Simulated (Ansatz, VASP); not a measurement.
Two plane-wave programs on ZnCu

INCAR

```
SYSTEM = ZnCu
PREC = Accurate ; ENCUT = 520
EDIFF = 1E-6 ; ISMEAR = 0
SIGMA = 0.15 ; LREAL = .False.
LASPH = .True. ; NELM = 100
ALGO = Fast ; ISIF = 2
LWAVE = .False. ; LCHARG = .False.
GGA = PE ; NBANDS = 18
```

File KPOINTS:

```
Automatic mesh
0
Gamma
  16 16 16
  0 0 0
```

File POSCAR:

```
ZnCu
1.0
    2.9450000000      0.0000000000      0.0000000000
    0.0000000000      3.0775250000      0.0000000000
    0.0000000000      0.0000000000      2.9450000000
Zn Cu
1 1
Direct
    0.5000000000      0.5000000000      0.5000000000
    0.0000000000      0.0000000000      0.0000000000
```

Input for Ansatz:

```yaml
crystal:
  lattice:
    - [2.945, 0.0, 0.0]
    - [0.0, 3.077525, 0.0]
    - [0.0, 0.0, 2.945]
  atoms:
    - { symbol: Zn, position: [0.5, 0.5, 0.5] }
    - { symbol: Cu, position: [0.0, 0.0, 0.0] }
basis:
  ecutwfc: 420
kpoints:
  mp_grid: { grid: [16, 16, 16] }
hamiltonian:
  xc: pbe
scf:
  occupations: { method: gaussian, width: 0.15 }
output:
  forces: true
  stress: true
  eigenvalues: true
```

Change from the starting cell: strain +0.0450 x Voigt [0, 1, 0, 0, 0, 0], atoms carried along.

Alike in both runs: task single point; functional PBE; k mesh 16 × 16 × 16; occupations gaussian, width 0.15 eV; no spin polarisation.

```csv
,VASP,Ansatz
version,VASP 6.6.1,Ansatz 0.2.0
potentials or method,"VASP PAW PBE potentials, release 64 (Zn, Cu), cutoff 520 eV","scalar-relativistic, plane waves, PAW"
valence electrons in the cell,23,31
```

|  | VASP | Ansatz | Ansatz less VASP |
| --- | --- | --- | --- |
| gap on the k mesh at the Fermi level (eV) | none | none | - |
| pressure (GPa) | -2.2 | -2.7 | -0.50 |
| traceless stress, the component that is largest in VASP (GPa) | -0.16 | -0.15 | +0.008 |

A gap of «none» marks a metal or a gap that the smearing closes. VASP's potentials hold 23 valence electrons a cell and Ansatz's 31, so a difference there can come from the potentials and not from the codes.
